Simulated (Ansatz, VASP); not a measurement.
**One calculation of Nb3C5, two programs**

```xyz
8
Lattice="-1.6202 1.6202 7.9819 1.6202 -1.6202 7.9819 1.6202 1.6202 -7.9819" Properties=species:S:1:pos:R:3 pbc="T T T"
Nb    0.0000    0.0000    0.0000
Nb    0.0000    0.0000   10.2383
Nb    0.0000    0.0000    5.7255
C     0.0000    0.0000    2.1990
C     0.0000    0.0000    3.5690
C     0.0000    0.0000   13.7648
C     0.0000    0.0000   12.3947
C     0.0000    0.0000    7.9819
```

Alike in both runs: functional PBE; k mesh 6 × 6 × 6; occupations gaussian, width 0.2 eV; no spin polarisation.

Ansatz relaxed the structure, and its values are those at the end. VASP's run is a single point on that final structure, the one shown.

|  | VASP | Ansatz |
| --- | --- | --- |
| version | VASP 6.6.1 | Ansatz 0.2.0 |
| potentials or method | VASP PAW PBE potentials, release 64 (Nb_sv, C), cutoff 520 eV | scalar-relativistic, plane waves, PAW |
| valence electrons in the cell | 59 | 59 |

```csv
,VASP,Ansatz,Ansatz less VASP
gap on the k mesh at the Fermi level (eV),none,none,-
pressure (GPa),-0.7,-0.5,+0.23
rms of the force components (eV/Å),0.026,0.019,-0.0068
```

A gap of «none» marks a metal or a gap that the smearing closes.

The k mesh is coarse, so the values compare programs but aren't converged.
